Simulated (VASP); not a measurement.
**SnO: relaxation of shape and atoms at fixed volume with PBE+D3(BJ)**

SnO:

```
Sn O
1.0
     3.79860    0.00000    0.00000
     0.00000    3.79860    0.00000
     0.00000    0.00000    4.84080
Sn O
2 2
Cartesian
  1.8993 0.0000 1.1468
  0.0000 1.8993 3.6940
  0.0000 0.0000 0.0000
  1.8993 1.8993 0.0000
```

* Program: VASP 6.6.1
* Task: relaxation of shape and atoms at fixed volume
* Functional: PBE
* Dispersion: D3(BJ)
* Potentials or basis: VASP PAW PBE potentials, release 64 (Sn_d, O)
* Cutoff: 600 eV
* k mesh: 10 × 10 × 8
* Occupations: gaussian, width 0.05 eV
* Spin: no spin polarisation
* Dipole correction: no
* Further INCAR settings: ALGO = Normal; EDIFF = 1e-06; IBRION = 2; EDIFFG = -0.01; NSW = 60; ISIF = 4

* Energy gained by relaxing: 6.9 meV/atom
* Ionic steps: 5
* Pressure after relaxing: 0.0 GPa
* Largest force after relaxing: 0.009 eV/Å
* Band gap on the k mesh: zero (bands 20 and 21 overlap by 0.04 eV)
* Dispersion energy per atom: -0.236 eV

Forces in eV/Å, atoms in the order of the input:
```
Sn   0.000  0.000  0.009
Sn   0.000  0.000 -0.009
O    0.000  0.000  0.000
O    0.000  0.000  0.000
```

Step by step:
```
step  energy change (eV)  largest force (eV/Å)  pressure (GPa)  volume (Å³)
   1              0.0000                0.6014            2.84        69.85
   2             -0.0217                0.0697            0.87        69.85
   3             -0.0225                0.0515            0.44        69.85
   4             -0.0261                0.0213            0.27        69.85
   5             -0.0278                0.0090            0.03        69.85
```

Final structure:
```yaml
crystal:
  lattice:
    - [3.83561, 0.00000, 0.00000]
    - [0.00000, 3.83561, 0.00000]
    - [0.00000, 0.00000, 4.74784]
  atoms:
    - { symbol: Sn, position: [0.50000, 0.00000, 0.24479] }
    - { symbol: Sn, position: [0.00000, 0.50000, 0.75521] }
    - { symbol: O, position: [0.00000, 0.00000, 0.00000] }
    - { symbol: O, position: [0.50000, 0.50000, 0.00000] }
```

Levels at points of the mesh, in eV from the Fermi level:
```csv
k point,band 16,band 17,band 18,band 19,band 20,band 21,band 22,band 23,band 24
"(0.00, 0.00, 0.00)",-6.11,-3.36,-3.06,-3.06,-0.02,2.16,4.47,4.47,4.71
"(0.50, 0.00, 0.00)",-4.83,-4.70,-4.70,-2.71,-2.71,3.28,3.28,5.76,5.76
"(0.50, 0.50, 0.00)",-4.94,-2.41,-2.41,-1.89,-1.89,-0.06,-0.06,4.52,4.52
"(0.00, 0.00, 0.50)",-3.45,-3.08,-3.08,-3.01,-2.11,1.72,2.77,2.77,3.53
"(0.50, 0.00, 0.50)",-5.36,-4.65,-4.65,-1.70,-1.70,2.69,2.69,5.23,5.23
"(0.50, 0.50, 0.50)",-5.49,-2.78,-2.78,-2.41,-2.41,2.29,2.29,4.23,4.23
```

Run time: 3.9 min on 1 thread of Intel(R) Xeon(R) 6975P-C (Granite Rapids), on a shared host, peak memory 0.33 GiB.

Caveat: semilocal functionals underestimate gaps, and a narrow one can read as zero; spin-orbit coupling is left out, which moves the levels of the heavy elements.
